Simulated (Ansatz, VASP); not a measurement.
LiH2 in VASP and in Ansatz

INCAR

```
SYSTEM = LiH2
ALGO = Normal ; EDIFF = 1E-6
EDIFFG = -0.01 ; ENCUT = 600
GGA = PE ; IBRION = 2
ISIF = 3 ; ISMEAR = 0
LASPH = .TRUE. ; LCHARG = .FALSE.
LREAL = .FALSE. ; LWAVE = .FALSE.
NELM = 80 ; NSW = 100
PREC = Accurate ; SIGMA = 0.1
```

File KPOINTS:

```
k-points
0
G
  18 18 18
  0 0 0
```

POSCAR

```
LiH2
1.0
    1.5962891052      0.9216179446      2.5973207601
   -1.5962891052      0.9216179446      2.5973207601
    0.0000000000     -1.8432358892      2.5973207601
Li H
1 2
Direct
    0.0125437422      0.0125437422      0.0125437422
    0.7282521481      0.7282521481      0.7282521481
    0.5925041097      0.5925041097      0.5925041097
```

Input for Ansatz:

```yaml
crystal:
  lattice:
    - [1.5962891052, 0.9216179446, 2.5973207601]
    - [-1.5962891052, 0.9216179446, 2.5973207601]
    - [0.0, -1.8432358892, 2.5973207601]
  atoms:
    - { symbol: Li, position: [0.0125437422, 0.0125437422, 0.0125437422] }
    - { symbol: H, position: [0.7282521481, 0.7282521481, 0.7282521481] }
    - { symbol: H, position: [0.5925041097, 0.5925041097, 0.5925041097] }
basis:
  ecutwfc: 420
kpoints:
  mp_grid: { grid: [18, 18, 18] }
hamiltonian:
  xc: pbe
scf:
  occupations: { method: gaussian, width: 0.1 }
output:
  forces: true
  stress: true
  eigenvalues: true
relax:
  adjacent_minimum: "off"
  f_tol: 0.01
  max_steps: 80
  cell: { stress_tol: 0.05 }
```

Alike in both runs: task relaxation of cell and atoms; functional PBE; k mesh 18 × 18 × 18; occupations gaussian, width 0.1 eV; no spin polarisation.

|  | VASP | Ansatz |
| --- | --- | --- |
| version | VASP 6.6.1 | Ansatz 0.2.0 |
| potentials or method | VASP PAW PBE potentials, release 64 (Li_sv, H), cutoff 600 eV | scalar-relativistic, plane waves, PAW |
| valence electrons in the cell | 5 | 5 |

```csv
,VASP,Ansatz,Ansatz less VASP
"gap on the k mesh at the Fermi level, each at its own relaxed structure (eV)",none,none,-
relaxed volume (Å³/atom),7.50,7.55,+0.051
relaxed cell length with the largest relative difference (Å),3.158,3.166,+0.0078
```

A gap of «none» marks a metal or a gap that the smearing closes.

Noted on VASP's run: the cutoff is short for stress, so the pressure is rough.
